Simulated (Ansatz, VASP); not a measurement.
**One calculation of TiO2, two programs**

```
CELL_PARAMETERS angstrom
4.64328 0.00000 0.00000
0.00000 4.64328 0.00000
0.00000 0.00000 2.96388
ATOMIC_POSITIONS crystal
Ti 0.00000 0.00000 0.00000
Ti 0.50000 0.50000 0.50000
O 0.30513 0.30513 0.00000
O 0.19487 0.80513 0.50000
O 0.69487 0.69487 0.00000
O 0.80513 0.19487 0.50000
```

Alike in both runs: functional PBE; k mesh 6 × 6 × 10; occupations gaussian, width 0.02 eV; no spin polarisation.

Ansatz relaxed the structure, and its values are those at the end. VASP's run is a single point on that final structure, the one shown.

|  | VASP | Ansatz |
| --- | --- | --- |
| version | VASP 6.6.1 | Ansatz 0.2.0 |
| potentials or method | VASP PAW PBE potentials, release 64 (Ti_sv, O), cutoff 520 eV | scalar-relativistic, plane waves, PAW |
| valence electrons in the cell | 48 | 48 |

Ansatz gave:

```
gap on the k mesh at the Fermi level (eV) : 1.86
least direct gap on the mesh (eV)         : 1.86
pressure (GPa)                            : 0.0
rms of the force components (eV/Å)        : 0.000
```

Problem. Which values does VASP return?

Solution. gap on the k mesh at the Fermi level (eV): 1.84; least direct gap on the mesh (eV): 1.84; pressure (GPa): 0.7; rms of the force components (eV/Å): 0.014.
